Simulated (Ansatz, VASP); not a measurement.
**RbBr: VASP beside Ansatz**

```xyz
2
Lattice="-0.0115 3.5805 3.4777 3.5805 -0.0115 3.4777 3.5690 3.5690 0.0000" Properties=species:S:1:pos:R:3 pbc="T T T"
Rb    0.0000    0.0000    0.2537
Br    3.5690    3.5690    3.2240
```

Alike in both runs: task single point; functional PBEsol; k mesh 6 × 6 × 6; occupations gaussian, width 0.02 eV; no spin polarisation.

```csv
,VASP,Ansatz
version,VASP 6.6.1,Ansatz 0.2.0
potentials or method,"VASP PAW PBE potentials, release 64 (Rb_sv, Br), cutoff 520 eV","scalar-relativistic, plane waves, PAW"
valence electrons in the cell,16,16
```

|  | VASP | Ansatz | Ansatz less VASP |
| --- | --- | --- | --- |
| gap on the k mesh at the Fermi level (eV) | 4.01 | 4.02 | +0.002 |
| least direct gap on the mesh (eV) | 4.01 | 4.02 | +0.002 |
| pressure (GPa) | 0.2 | 0.2 | -0.04 |
| traceless stress, the component that is largest in VASP (GPa) | 2.98 | 2.93 | -0.045 |
| rms of the force components (eV/Å) | 0.510 | 0.501 | -0.0081 |

VASP's potentials were made for PBE, not for PBEsol. Atom by atom the forces differ by 0.008 eV/Å (rms over components). The functional is the same, so the differences come from potentials, cutoffs and numerics.
